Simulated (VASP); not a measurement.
# KF in VASP: notebook

The runs below take KF through single point, with PBE.

Program: VASP 6.6.1. These are calculated values, not measurements. Logs are shortened: lines on timing, memory, paths and dates and some standing lists are left out, and cuts for length are marked.

## (1) The cell of the first run

The structure is cubic, space group Fm-3m (No. 225). Conventional cell: a = 5.379 Å, b = 5.379 Å, c = 5.379 Å, α = 90.00°, β = 90.00°, γ = 90.00°. Within 3.5 Å of K (site symmetry m-3m) lie 6 F at 2.69 Å. Within 3.5 Å of F (site symmetry m-3m) lie 6 K at 2.69 Å.

## (2) Single point, PBE (19.46 Å³/atom)

INCAR reads:

```
SYSTEM = KF
PREC = Accurate
ENCUT = 520
EDIFF = 1E-6
ISMEAR = -1
SIGMA = 0.05
LREAL = .False.
LASPH = .True.
NELM = 100
ALGO = Normal
ISIF = 2
LWAVE = .False.
LCHARG = .True.
GGA = PE
LELF = .True.
LVHAR = .True.
NBANDS = 15
```

KPOINTS reads:

```
Automatic mesh
0
Gamma
  9 9 9
  0 0 0
```

POSCAR reads:

```
KF
1.0
    0.0000000000      2.6895448865      2.6895448865
    2.6895448865      0.0000000000      2.6895448865
    2.6895448865      2.6895448865      0.0000000000
K F
1 1
Direct
    0.0000000000      0.0000000000      0.0000000000
    0.5000000000      0.5000000000      0.5000000000
```

Potentials or basis: VASP PAW PBE potentials, release 64 (K_sv, F).

Launch:

```console
cat potpaw_PBE.64/K_sv/POTCAR potpaw_PBE.64/F/POTCAR > POTCAR
mpirun -np 1 vasp_std > vasp.out
```

OUTCAR:

```text
SYSTEM = KF
   PREC = Accurate
   ENCUT = 520
   EDIFF = 1E-6
   ISMEAR = -1
   LREAL = .False.
   LASPH = .True.
   NELM = 100
   ISIF = 2
   GGA = PE

 ion  position               nearest neighbor table
   1  0.000  0.000  0.000-   2 2.69   2 2.69   2 2.69   2 2.69   2 2.69   2 2.69
   2  0.500  0.500  0.500-   1 2.69   1 2.69   1 2.69   1 2.69   1 2.69   1 2.69

  LATTYP: Found a face centered cubic cell.
 ALAT       =     5.3790897730

  Lattice vectors:

 A1 = (   0.0000000000,   2.6895448865,   2.6895448865)
 A2 = (   2.6895448865,   0.0000000000,   2.6895448865)
 A3 = (   2.6895448865,   2.6895448865,   0.0000000000)

Analysis of symmetry for initial positions (statically):
=====================================================================
 Subroutine PRICEL returns:
 Original cell was already a primitive cell.

 Routine SETGRP: Setting up the symmetry group for a
 face centered cubic supercell.

 Subroutine GETGRP returns: Found 48 space group operations
 (whereof 48 operations were pure point group operations)
 out of a pool of 48 trial point group operations.

The static configuration has the point symmetry O_h .

Analysis of symmetry for dynamics (positions and initial velocities):
=====================================================================
 Subroutine PRICEL returns:
 Original cell was already a primitive cell.

 Routine SETGRP: Setting up the symmetry group for a
 face centered cubic supercell.

 Subroutine GETGRP returns: Found 48 space group operations
 (whereof 48 operations were pure point group operations)
 out of a pool of 48 trial point group operations.

The dynamic configuration has the point symmetry O_h .

 Subroutine INISYM returns: Found 48 space group operations
 (whereof 48 operations are pure point group operations),
 and found     1 'primitive' translations

----------------------------------------------------------------------------------------

                                     Primitive cell

  volume of cell :      38.9105

  direct lattice vectors                    reciprocal lattice vectors
     0.000000000  2.689544886  2.689544886    -0.185905059  0.185905059  0.185905059
     2.689544886  0.000000000  2.689544886     0.185905059 -0.185905059  0.185905059
     2.689544886  2.689544886  0.000000000     0.185905059  0.185905059 -0.185905059

  length of vectors
     3.803590855  3.803590855  3.803590855     0.321997007  0.321997007  0.321997007

  position of ions in fractional coordinates (direct lattice)
     0.000000000  0.000000000  0.000000000
     0.500000000  0.500000000  0.500000000

  ion indices of the primitive-cell ions
   primitive index   ion index
                 1           1
                 2           2

----------------------------------------------------------------------------------------

 KPOINTS: Automatic mesh

Automatic generation of k-mesh.
 Grid dimensions read from file:
 generate k-points for:    9    9    9

 Generating k-lattice:

  Cartesian coordinates                     Fractional coordinates (reciprocal lattice)
    -0.020656118  0.020656118  0.020656118     0.111111111  0.000000000  0.000000000
     0.020656118 -0.020656118  0.020656118     0.000000000  0.111111111  0.000000000
     0.020656118  0.020656118 -0.020656118     0.000000000  0.000000000  0.111111111

  Length of vectors
     0.035777445  0.035777445  0.035777445

  Shift w.r.t. Gamma in fractional coordinates (k-lattice)
     0.000000000  0.000000000  0.000000000

 Subroutine IBZKPT returns following result:
 ===========================================

 Found     35 irreducible k-points:

 Following reciprocal coordinates:
            Coordinates               Weight
  0.000000  0.000000  0.000000      1.000000
  0.111111  0.000000  0.000000      8.000000
  0.222222  0.000000  0.000000      8.000000
  0.333333  0.000000  0.000000      8.000000
  0.444444  0.000000  0.000000      8.000000
  0.111111  0.111111  0.000000      6.000000
[... 16 lines left out ...]
 -0.333333  0.333333  0.000000     12.000000
  0.444444  0.444444  0.000000      6.000000
 [... further k-points ...]
   k-points           NKPTS =     35   k-points in BZ     NKDIM =     35   number of bands    NBANDS=     15
   number of dos      NEDOS =    301   number of ions     NIONS =      2
   total plane-waves  NPLWV =  21952
   dimension x,y,z NGX =    28 NGY =   28 NGZ =   28
   dimension x,y,z NGXF=    56 NGYF=   56 NGZF=   56
   ions per type =               1   1
   NGX,Y,Z   is equivalent  to a cutoff of  12.24, 12.24, 12.24 a.u.
   NGXF,Y,Z  is equivalent  to a cutoff of  24.48, 24.48, 24.48 a.u.
 SYSTEM =  KF
   PREC   = accura    normal or accurate (medium, high low for compatibility)
   ISTART =      0    job   : 0-new  1-cont  2-samecut
   ICHARG =      2    charge: 1-file 2-atom 10-const
   ISPIN  =      1    spin polarized calculation?
   LNONCOLLINEAR =      F non collinear calculations
   LSORBIT =      F    spin-orbit coupling
   LASPH  =      T    aspherical Exc in radial PAW
   ENCUT  =  520.0 eV  38.22 Ry    6.18 a.u.   7.07  7.07  7.07*2*pi/ulx,y,z
   NELM   =    100;   NELMIN=  2; NELMDL= -5     # of ELM steps
   EDIFF  = 0.1E-05   stopping-criterion for ELM
   LREAL  =      F    real-space projection
   EDIFFG = 0.1E-04   stopping-criterion for IOM
   NSW    =      0    number of steps for IOM
   IBRION =     -1    ionic relax: 0-MD 1-quasi-New 2-CG
   NFREE  =      0    steps in history (QN), initial steepest desc. (CG)
   ISIF   =      2    stress and relaxation
   ISYM   =      2    0-nonsym 1-usesym 2-fastsym
   POTIM  = 0.5000    time-step for ionic-motion
   TEBEG  =    0.0;   TEEND  =   0.0 temperature during run
   PSTRESS=    0.0 pullay stress
   NELECT =      16.0000    total number of electrons
   NUPDOWN=      -1.0000    fix difference up-down
   EMIN   =  10.00;   EMAX   =-10.00  energy-range for DOS
   EFERMI =   0.00;   METHOD = LEGACY
   ISMEAR =    -1;   SIGMA  =   0.05  broadening in eV -4-tet -1-fermi 0-gaus
   EFERMI_NEDOS =   21; number of points for ismear=-14 and -15
   IALGO  =     38    algorithm
   IMIX   =      4    mixing-type and parameters
     AMIX     =   0.40;   BMIX     =  1.00
     AMIX_MAG =   1.60;   BMIX_MAG =  1.00
  volume/ion in A,a.u.               =      19.46       131.29
  Fermi-wavevector in a.u.,A,eV,Ry     =   1.217380  2.300514 20.164013  1.482013
  Thomas-Fermi vector in A             =   2.352702
   LORBIT       =      0    0 simple, 1 ext, 2 COOP (PROOUT), +10 PAW based schemes
   GGA     = PE    functional components
   LHFCALC =     F    Hartree Fock is set to
   AEXX    =    0.0000 exact exchange contribution
   IVDW    =     0    specifies the selected vdW correction
   LEPSILON=     F    determine dielectric tensor
   LRPA    =     F    only Hartree local field effects (RPA)
 non-spin polarized calculation
  energy-cutoff  :      520.00
  volume of cell :       38.91
 maximum number of plane-waves:      1067
   NGX = 15   NGY = 15   NGZ = 15

 number of electron      15.9999992 magnetization

 Free energy of the ion-electron system (eV)
  ---------------------------------------------------
  ext. energy  EPLUGINS =         0.00000000
  ---------------------------------------------------
  free energy    TOTEN  =        -8.29615133 eV

  energy without entropy =       -8.29615133  energy(sigma->0) =       -8.29615133

 E-fermi :  -1.7601     XC(G=0):  -8.3144

 val. band max:       -2.8565245414   @ k =   0.0000   0.0000   0.0000
 cond. band min:       3.2063813060   @ k =   0.0000   0.0000   0.0000
 fundamental gap:      6.0629058474
 Fermi energy:        -1.7600842710

 k-point     1 :       0.0000    0.0000    0.0000
  band No.  band energies     occupation
      1     -29.0495      2.00000
      2     -21.5030      2.00000
      3     -12.3140      2.00000
      4     -12.3140      2.00000
      5     -12.3140      2.00000
      6      -2.8565      2.00000
      7      -2.8565      2.00000
      8      -2.8565      2.00000
      9       3.2064      0.00000
     10       7.7672      0.00000
     11       7.7672      0.00000
     12       7.7672      0.00000
     13       9.4127      0.00000
     14       9.4127      0.00000
     15      13.9514      0.00000

 k-point     2 :       0.1111    0.0000    0.0000
  band No.  band energies     occupation
      1     -29.0395      2.00000
      2     -21.5113      2.00000
      3     -12.3453      2.00000
      4     -12.3183      2.00000
      5     -12.3183      2.00000
      6      -2.9662      2.00000
      7      -2.8966      2.00000
      8      -2.8966      2.00000
      9       3.5460      0.00000
     10       7.5642      0.00000
     11       7.9307      0.00000
     12       7.9307      0.00000
     13       9.5216      0.00000
     14       9.5216      0.00000
     15      14.5457      0.00000

 k-point     3 :       0.2222    0.0000    0.0000
  band No.  band energies     occupation
      1     -29.0142      2.00000
      2     -21.5342      2.00000
      3     -12.4239      2.00000
      4     -12.3289      2.00000
      5     -12.3289      2.00000
      6      -3.2149      2.00000
      7      -2.9964      2.00000
      8      -2.9964      2.00000
      9       4.4297      0.00000
     10       7.2288      0.00000
     11       8.3547      0.00000
     12       8.3547      0.00000
     13       9.8583      0.00000
     14       9.8583      0.00000
     15      15.5932      0.00000
[... 343 lines left out ...]
 k-point    23 :      -0.3333    0.3333    0.0000
  band No.  band energies     occupation
      1     -28.9471      2.00000
      2     -21.5481      2.00000
      3     -12.6839      2.00000
      4     -12.5342      2.00000
      5     -12.4171      2.00000
      6      -3.3188      2.00000
      7      -3.1100      2.00000
      8      -3.0415      2.00000
      9       6.3676      0.00000
     10       7.3828      0.00000
     11       8.4192      0.00000
     12      10.2733      0.00000
     13      10.5691      0.00000
     14      11.5172      0.00000
     15      13.5068      0.00000

 k-point    24 :       0.4444    0.4444    0.0000
  band No.  band energies     occupation
      1     -28.9471      2.00000
      2     -21.5171      2.00000
      3     -12.8085      2.00000
      4     -12.5057      2.00000
      5     -12.5057      2.00000
      6      -3.1109      2.00000
      7      -2.9178      2.00000
      8      -2.9178      2.00000
      9       5.3759      0.00000
     10       7.1197      0.00000
     11       8.8936      0.00000
     12      10.6040      0.00000
     13      11.0680      0.00000
     14      11.0680      0.00000
     15      13.0551      0.00000

 [... further k-points ...]
[... 5 lines left out ...]
  --------------------------------------------------------------------------------------
  -------------------------------------------------------------------------------------
  Total        0.1788463      0.1788463      0.1788463     -0.0000000      0.0000000     -0.0000000
  in kB        7.3641774      7.3641774      7.3641774     -0.0000000      0.0000000     -0.0000000
  external PRESSURE =       7.3641774 kB  Pullay stress =       0.0000000 kB

 VOLUME and BASIS-vectors are now :
 -----------------------------------------------------------------------------
  energy-cutoff  :      520.00
  volume of cell :       38.91
      direct lattice vectors                 reciprocal lattice vectors
     0.000000000  2.689544886  2.689544886    -0.185905059  0.185905059  0.185905059
     2.689544886  0.000000000  2.689544886     0.185905059 -0.185905059  0.185905059
     2.689544886  2.689544886  0.000000000     0.185905059  0.185905059 -0.185905059

 POSITION                                       TOTAL-FORCE (eV/Angst)
 -----------------------------------------------------------------------------------
      0.00000      0.00000      0.00000         0.000000      0.000000      0.000000
      2.68954      2.68954      2.68954        -0.000000     -0.000000     -0.000000
 -----------------------------------------------------------------------------------
    total drift:                                0.000000      0.000000      0.000000

  FREE ENERGIE OF THE ION-ELECTRON SYSTEM (eV)
  ---------------------------------------------------
  free  energy   TOTEN  =        -8.2961513345 eV

  energy  without entropy=       -8.2961513344  energy(sigma->0) =       -8.29615133
```

Run time: 22 s. Hardware: 1 thread of Intel Xeon Platinum 8259CL at 2.50GHz (Skylake/Cascade Lake), shared host; peak memory 0.16 GiB.

Results:

* Free energy: -8.2962 eV
* Pressure: 0.7 GPa
* Band gap on the k mesh: 6.06 eV

Levels at points of the mesh, in eV from the valence-band top:
```csv
k point,band 6,band 7,band 8,band 9,band 10,band 11
"(0.00, 0.00, 0.00)",0.00,0.00,0.00,6.06,10.62,10.62
```

Caveat: an odd mesh through Γ misses points on the zone boundary, where band edges can lie.

[end of part 1 of 2]
